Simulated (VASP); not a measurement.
Runs of VASP 6.6.1 on Zr. The structure is that of space group R-3m (No. 166), or close to it. The cells are those of the table. 

```tsv
task	cell	k mesh	cutoff (eV)	gap on the mesh (eV)	pressure (GPa)	largest force (eV/Å)
single point	a = 8.032 Å, angles 23.1°, 3 atoms	6 × 6 × 6	520	none	0.1	0.01
single point	a = 8.015 Å, angles 23.2°, 3 atoms	18 × 18 × 18	520	none	0.0	-
single point	a = 8.436 Å, angles 23.2°, 3 atoms	6 × 6 × 6	520	none	(a)	0.08
relaxation of cell and atoms	relaxed from a = 8.436 Å, angles 23.2°, 3 atoms	6 × 6 × 6	600	none	0.1	0.02
```

Alike in all rows: level PBE; potentials or basis VASP PAW PBE potentials, release 64 (Zr_sv); no spin polarisation; smearing gaussian 0.1 eV.

Problem. Estimate the missing entries.

Solution. (a) -10.8.

Caveats: some runs use coarse meshes.

A k mesh can miss the band edges, and the runs leave out spin-orbit coupling on Zr.

A gap of «none» marks levels without a gap at the run's occupations.
